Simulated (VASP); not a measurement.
# KS7 (Fm-3m) in VASP: further runs

The runs below take KS7 through single point, relaxation of cell and atoms, with PBE.

Everything below comes from runs of VASP 6.6.1. Logs are shortened: lines on timing, memory, paths and dates and some standing lists are left out, and cuts for length are marked.

## (1) The cell of the first run

It takes space group Fm-3m (No. 225, cubic). The conventional cell has a = 8.295 Å, b = 8.295 Å, c = 8.295 Å, α = 90.00°, β = 90.00°, γ = 90.00°. Within 3.9 Å of K (site symmetry m-3m) lie 12 S at 2.93 Å. Within 3.9 Å of S (site symmetry mmm) lie 2 K at 2.93 Å and 10 S at 2.93 Å. S (site symmetry m-3m) has 12 S at 2.93 Å within 3.9 Å.

## (2) Single point, PBE

Contents of INCAR:

```
SYSTEM = KS7
  ALGO = Normal
  EDIFF = 1E-6
  ENCUT = 520
  GGA = PE
  ISIF = 2
  ISMEAR = 0
  LASPH = .TRUE.
  LCHARG = .FALSE.
  LREAL = .FALSE.
  LWAVE = .FALSE.
  NBANDS = 36
  NELM = 60
  PREC = Accurate
  SIGMA = 0.1
```

Contents of KPOINTS:

```
k-points
0
G
  4 4 4
  0 0 0
```

Contents of POSCAR:

```
KS7
1.0
    0.0000000000      4.1472586020      4.1472586020
    4.1472586020      0.0000000000      4.1472586020
    4.1472586020      4.1472586020      0.0000000000
K S
1 7
Direct
    0.0000000000      0.0000000000      0.0000000000
    0.5000000000      0.0000000000      0.0000000000
    0.0000000000      0.5000000000      0.5000000000
    0.0000000000      0.5000000000      0.0000000000
    0.5000000000      0.0000000000      0.5000000000
    0.0000000000      0.0000000000      0.5000000000
    0.5000000000      0.5000000000      0.0000000000
    0.5000000000      0.5000000000      0.5000000000
```

Potentials or basis: VASP PAW PBE potentials, release 64 (K_sv, S).

Command:

```sh
$ cat potpaw_PBE.64/K_sv/POTCAR potpaw_PBE.64/S/POTCAR > POTCAR
$ mpirun -np 1 vasp_std > vasp.out
```

OUTCAR:

```text
SYSTEM = KS7
   EDIFF = 1E-6
   ENCUT = 520
   GGA = PE
   ISIF = 2
   ISMEAR = 0
   LASPH = .TRUE.
   LREAL = .FALSE.
   NELM = 60
   PREC = Accurate

 ion  position               nearest neighbor table
   1  0.000  0.000  0.000-   2 2.93   4 2.93   6 2.93   3 2.93   5 2.93   6 2.93   3 2.93   4 2.93
                             7 2.93   2 2.93   5 2.93   7 2.93
   2  0.500  0.000  0.000-   1 2.93   1 2.93
   3  0.000  0.500  0.500-   1 2.93   1 2.93
   4  0.000  0.500  0.000-   1 2.93   1 2.93
   5  0.500  0.000  0.500-   1 2.93   1 2.93
   6  0.000  0.000  0.500-   1 2.93   1 2.93
   7  0.500  0.500  0.000-   1 2.93   1 2.93
   8  0.500  0.500  0.500-

  LATTYP: Found a face centered cubic cell.
 ALAT       =     8.2945172040

  Lattice vectors:

 A1 = (   0.0000000000,   4.1472586020,   4.1472586020)
 A2 = (   4.1472586020,   0.0000000000,   4.1472586020)
 A3 = (   4.1472586020,   4.1472586020,   0.0000000000)

Analysis of symmetry for initial positions (statically):
=====================================================================
 Subroutine PRICEL returns:
 Original cell was already a primitive cell.

 Routine SETGRP: Setting up the symmetry group for a
 face centered cubic supercell.

 Subroutine GETGRP returns: Found 48 space group operations
 (whereof 48 operations were pure point group operations)
 out of a pool of 48 trial point group operations.

The static configuration has the point symmetry O_h .

Analysis of symmetry for dynamics (positions and initial velocities):
=====================================================================
 Subroutine PRICEL returns:
 Original cell was already a primitive cell.

 Routine SETGRP: Setting up the symmetry group for a
 face centered cubic supercell.

 Subroutine GETGRP returns: Found 48 space group operations
 (whereof 48 operations were pure point group operations)
 out of a pool of 48 trial point group operations.

The dynamic configuration has the point symmetry O_h .

 Subroutine INISYM returns: Found 48 space group operations
 (whereof 48 operations are pure point group operations),
 and found     1 'primitive' translations

----------------------------------------------------------------------------------------

                                     Primitive cell

  volume of cell :     142.6637

  direct lattice vectors                    reciprocal lattice vectors
     0.000000000  4.147258602  4.147258602    -0.120561568  0.120561568  0.120561568
     4.147258602  0.000000000  4.147258602     0.120561568 -0.120561568  0.120561568
     4.147258602  4.147258602  0.000000000     0.120561568  0.120561568 -0.120561568

  length of vectors
     5.865109362  5.865109362  5.865109362     0.208818761  0.208818761  0.208818761

  position of ions in fractional coordinates (direct lattice)
     0.000000000  0.000000000  0.000000000
     0.500000000  0.000000000  0.000000000
     0.000000000  0.500000000  0.500000000
     0.000000000  0.500000000  0.000000000
     0.500000000  0.000000000  0.500000000
     0.000000000  0.000000000  0.500000000
     0.500000000  0.500000000  0.000000000
     0.500000000  0.500000000  0.500000000

  ion indices of the primitive-cell ions
   primitive index   ion index
                 1           1
                 2           2
                 3           3
                 4           4
                 5           5
                 6           6
                 7           7
                 8           8

----------------------------------------------------------------------------------------

 KPOINTS: k-points

Automatic generation of k-mesh.
 Grid dimensions read from file:
 generate k-points for:    4    4    4

 Generating k-lattice:

  Cartesian coordinates                     Fractional coordinates (reciprocal lattice)
    -0.030140392  0.030140392  0.030140392     0.250000000  0.000000000  0.000000000
     0.030140392 -0.030140392  0.030140392     0.000000000  0.250000000  0.000000000
     0.030140392  0.030140392 -0.030140392     0.000000000  0.000000000  0.250000000

  Length of vectors
     0.052204690  0.052204690  0.052204690

  Shift w.r.t. Gamma in fractional coordinates (k-lattice)
     0.000000000  0.000000000  0.000000000

 Subroutine IBZKPT returns following result:
 ===========================================

 Found      8 irreducible k-points:

 Following reciprocal coordinates:
            Coordinates               Weight
  0.000000  0.000000  0.000000      1.000000
  0.250000  0.000000  0.000000      8.000000
  0.500000  0.000000  0.000000      4.000000
  0.250000  0.250000  0.000000      6.000000
  0.500000  0.250000  0.000000     24.000000
 -0.250000  0.250000  0.000000     12.000000
  0.500000  0.500000  0.000000      3.000000
 -0.250000  0.500000  0.250000      6.000000
   k-points           NKPTS =      8   k-points in BZ     NKDIM =      8   number of bands    NBANDS=     36
[... 35 lines left out ...]
   IMIX   =      4    mixing-type and parameters
     AMIX     =   0.40;   BMIX     =  1.00
     AMIX_MAG =   1.60;   BMIX_MAG =  1.00
  volume/ion in A,a.u.               =      17.83       120.34
  Fermi-wavevector in a.u.,A,eV,Ry     =   1.161878  2.195631 18.367320  1.349960
  Thomas-Fermi vector in A             =   2.298445
   LORBIT       =      0    0 simple, 1 ext, 2 COOP (PROOUT), +10 PAW based schemes
   GGA     = PE    functional components
   LHFCALC =     F    Hartree Fock is set to
   AEXX    =    0.0000 exact exchange contribution
   IVDW    =     0    specifies the selected vdW correction
   LEPSILON=     F    determine dielectric tensor
   LRPA    =     F    only Hartree local field effects (RPA)
 non-spin polarized calculation
 Gauss-broadening in eV      SIGMA  =   0.10
  energy-cutoff  :      520.00
  volume of cell :      142.66
 maximum number of plane-waves:      3860
 NGX is ok and might be reduce to    48
   NGX = 21   NGY = 21   NGZ = 21

 number of electron      50.9999997 magnetization

 Free energy of the ion-electron system (eV)
  ---------------------------------------------------
  ext. energy  EPLUGINS =         0.00000000
  ---------------------------------------------------
  free energy    TOTEN  =       -22.74095383 eV

  energy without entropy =      -22.70228694  energy(sigma->0) =      -22.72162038

 E-fermi :   5.4293     XC(G=0): -10.5609

 val. band max:        5.4019470821   @ k =   0.2500   0.0000   0.0000
 cond. band min:       5.4348440302   @ k =  -0.2500   0.2500   0.0000
 fundamental gap:      0.0328969481
 Fermi energy:         5.4292875679

 k-point     1 :       0.0000    0.0000    0.0000
  band No.  band energies     occupation
      1     -23.0440      2.00000
      2      -9.8454      2.00000
      3      -6.9127      2.00000
      4      -6.9127      2.00000
      5      -6.9127      2.00000
      6      -6.8840      2.00000
[... 28 lines left out ...]
     35      10.6895      0.00000
     36      11.3905      0.00000

 k-point     2 :       0.2500    0.0000    0.0000
  band No.  band energies     occupation
      1     -23.0431      2.00000
      2      -9.6222      2.00000
      3      -7.7462      2.00000
      4      -7.1833      2.00000
      5      -7.1833      2.00000
      6      -6.6394      2.00000
[... 28 lines left out ...]
     35      11.3442      0.00000
     36      12.3904      0.00000

 k-point     3 :       0.5000    0.0000    0.0000
  band No.  band energies     occupation
      1     -23.0421      2.00000
      2      -9.2110      2.00000
      3      -8.4411      2.00000
      4      -7.2785      2.00000
      5      -7.2785      2.00000
      6      -6.8182      2.00000
[... 28 lines left out ...]
     35      12.3404      0.00000
     36      12.9169      0.00000
[... 118 lines left out ...]
 k-point     7 :       0.5000    0.5000    0.0000
  band No.  band energies     occupation
      1     -23.0415      2.00000
      2      -8.8964      2.00000
      3      -8.1984      2.00000
      4      -7.7854      2.00000
      5      -7.7854      2.00000
      6      -7.2315      2.00000
[... 28 lines left out ...]
     35      13.3331      0.00000
     36      13.5852      0.00000

 k-point     8 :      -0.2500    0.5000    0.2500
  band No.  band energies     occupation
      1     -23.0415      2.00000
      2      -8.5400      2.00000
      3      -8.5400      2.00000
      4      -8.3723      2.00000
      5      -7.2185      2.00000
      6      -6.8944      2.00000
[... 28 lines left out ...]
     35      13.6956      0.00000
     36      13.8705      0.00000

------------------------ aborting loop because EDIFF is reached ----------------------------------------

  FORCE on cell =-STRESS in cart. coord.  units (eV):
  Direction    XX          YY          ZZ          XY          YZ          ZX
  --------------------------------------------------------------------------------------
  -------------------------------------------------------------------------------------
  Total       -0.0206032     -0.0206032     -0.0206032      0.0000000      0.0000000     -0.0000000
  in kB       -0.2313828     -0.2313828     -0.2313828      0.0000000      0.0000000     -0.0000000
  external PRESSURE =      -0.2313828 kB  Pullay stress =       0.0000000 kB

 VOLUME and BASIS-vectors are now :
 -----------------------------------------------------------------------------
  energy-cutoff  :      520.00
  volume of cell :      142.66
      direct lattice vectors                 reciprocal lattice vectors
     0.000000000  4.147258602  4.147258602    -0.120561568  0.120561568  0.120561568
     4.147258602  0.000000000  4.147258602     0.120561568 -0.120561568  0.120561568
     4.147258602  4.147258602  0.000000000     0.120561568  0.120561568 -0.120561568

 POSITION                                       TOTAL-FORCE (eV/Angst)
 -----------------------------------------------------------------------------------
      0.00000      0.00000      0.00000         0.000000     -0.000000     -0.000000
      0.00000      2.07363      2.07363         0.000000     -0.000000      0.000000
      4.14726      2.07363      2.07363         0.000000      0.000000     -0.000000
      2.07363      0.00000      2.07363        -0.000000      0.000000     -0.000000
      2.07363      4.14726      2.07363         0.000000     -0.000000     -0.000000
      2.07363      2.07363      0.00000         0.000000     -0.000000     -0.000000
      2.07363      2.07363      4.14726        -0.000000      0.000000     -0.000000
      4.14726      4.14726      4.14726         0.000000     -0.000000     -0.000000
 -----------------------------------------------------------------------------------
    total drift:                                0.000000      0.000000     -0.000000

  FREE ENERGIE OF THE ION-ELECTRON SYSTEM (eV)
  ---------------------------------------------------
  free  energy   TOTEN  =       -22.7409538265 eV

  energy  without entropy=      -22.7022869359  energy(sigma->0) =      -22.72162038
```

It took 2 min on 1 thread of Oxide Virtual Turin-like, shared host; peak memory 0.28 GiB.

What came out:

```
Free energy : -22.7410 eV
Pressure    : 0.0 GPa
```

[end of part 1 of 2]
